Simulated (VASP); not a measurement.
## Ni: relaxation of cell and atoms with PBEsol+D3(BJ)

The system is Ni.

```
Ni
1.0
    -1.38372    1.38372    1.38372
     1.38372   -1.38372    1.38372
     1.38372    1.38372   -1.38372
Ni
1
Direct
  0.00000 0.00000 0.00000
```

* Program: VASP 6.6.1
* Task: relaxation of cell and atoms
* Functional: PBEsol
* Dispersion: D3(BJ)
* Potentials or basis: VASP PAW PBE potentials, release 64 (Ni)
* Cutoff: 600 eV
* k mesh: 13 × 13 × 13
* Occupations: fermi-dirac, width 0.05 eV
* Spin: collinear spin, ferromagnetic start
* Starting moments: [1.0] μB
* Dipole correction: no
* Further INCAR settings: ALGO = Normal; EDIFF = 1e-07; IBRION = 2; EDIFFG = -0.01; NSW = 60; ISIF = 3

| Property | Result |
| --- | --- |
| Relaxed volume | 10.16 Å³/atom |
| Relaxed cell | a = 2.363 Å, b = 2.363 Å, c = 2.363 Å, α = 109.47°, β = 109.47°, γ = 109.47° |
| Space group after relaxing (to 0.05 Å) | Im-3m (No. 229) |
| Energy gained by relaxing | 12.8 meV/atom |
| Ionic steps | 3 |
| Pressure after relaxing | 0.0 GPa |
| Net moment | 0.54 μB per cell |
| Site moments | Ni +0.54 μB |
| Valence electrons inside the program's atomic spheres | Ni 9.45 |
| Dispersion energy per atom | -0.447 eV |

The path:
```
step  energy change (eV)  largest force (eV/Å)  pressure (GPa)  volume (Å³)
   1              0.0000                0.0000           -8.91        10.60
   2              0.0008                0.0000           10.27         9.72
   3             -0.0128                0.0000            0.04        10.16
```

Final structure:
```yaml
crystal:
  lattice:
    - [-1.36423, 1.36423, 1.36423]
    - [1.36423, -1.36423, 1.36423]
    - [1.36423, 1.36423, -1.36423]
  atoms:
    - { symbol: Ni, position: [0.00000, 0.00000, 0.00000] }
```

Levels at points of the mesh, in eV from the Fermi level:
Spin up:
| k point | band 2 | band 3 | band 4 | band 5 | band 6 | band 7 | band 8 | band 9 |
| --- | --- | --- | --- | --- | --- | --- | --- | --- |
| (0.00, 0.00, 0.00) | -2.43 | -2.43 | -2.43 | -0.89 | -0.89 | 27.18 | 27.18 | 27.18 |
Spin down:
```tsv
k point	band 3	band 4	band 5	band 6	band 7	band 8
(0.00, 0.00, 0.00)	-1.81	-1.81	-0.40	-0.40	27.13	27.13
```

Wall time 32 s on 1 thread of Intel(R) Xeon(R) 6975P-C (Granite Rapids) (shared host), peak memory 0.16 GiB.

Caveat: the PAW data sets were made with another functional, which shifts forces and pressure a little; pairwise dispersion overbinds metals, which lowers pressure and volume.
